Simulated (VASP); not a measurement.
Write the native input for VASP 6.6.1 that does the following.

| Property | Result |
| --- | --- |
| Task | single point |
| Functional | PBE |
| Potentials or basis | VASP PAW PBE potentials, release 64 (Zn, Cd, Te) |
| Cutoff | 520 eV |
| k mesh | 4 × 4 × 2 |
| Occupations | gaussian, width 0.2 eV |
| Spin | no spin polarisation |
| Dipole correction | no |
| Further INCAR settings | ALGO = Normal; EDIFF = 1e-06; NBANDS = 55 |

The structure of Zn5Cd2Te lies in POSCAR:

```
Zn5Cd2Te
1.0
    4.7321710850      0.0000000000      0.0000000000
   -2.3660855425      4.0981803747      0.0000000000
    0.0000000000      0.0000000000      9.1530788023
Zn Cd Te
5 2 1
Direct
    0.6752363265      0.6851484976      0.3695981219
    0.0099121710      0.3247636735      0.3695981219
    0.3148515024     -0.0099121710      0.3695981219
    0.0000000000      0.0000000000      0.7251302037
    0.6666666667      0.3333333333      0.1243212052
    0.6666666667      0.3333333333      0.6581818993
    0.3333333333      0.6666666667      0.6579556884
    0.0000000000      0.0000000000      0.0356166378
```

These files were run (other wordings do the same):

INCAR

```
ALGO     = Normal         # electronic algorithm
EDIFF    = 1E-6           # SCF threshold, eV
ENCUT    = 520            # plane-wave cutoff, eV
GGA      = PE             # functional
ISIF     = 2              # what is computed and relaxed
ISMEAR   = 0              # smearing method
LASPH    = True           # aspherical terms in the spheres
LCHARG   = False          # write CHGCAR
LREAL    = False          # projectors in reciprocal space
LWAVE    = False          # write WAVECAR
NBANDS   = 55             # bands
NELM     = 100            # most SCF steps
PREC     = Accurate       # precision mode
SIGMA    = 0.2            # smearing width, eV
```

KPOINTS

```
k-points
0
Gamma
  4 4 2
```

Potentials or basis: VASP PAW PBE potentials, release 64 (Zn, Cd, Te).

Launch:

```bash
$ cat potpaw_PBE.64/Zn/POTCAR potpaw_PBE.64/Cd/POTCAR potpaw_PBE.64/Te/POTCAR > POTCAR
$ mpirun -np 1 vasp_std > vasp.out
```

Results of the run:

- Pressure: 0.3 GPa
- Largest force: 0.013 eV/Å
- Band gap on the k mesh: zero (band 45 reaches 3.73 eV, above the bottom of band 46 at 2.42 eV)

Caveat: the k points lie up to 0.38 Å⁻¹ apart; spin-orbit coupling is left out, which moves the levels of the heavy elements.

Run time: 71 s on 1 thread of AMD EPYC 7R43 64-Core Processor (Zen 3) (shared host), peak memory 0.28 GiB.
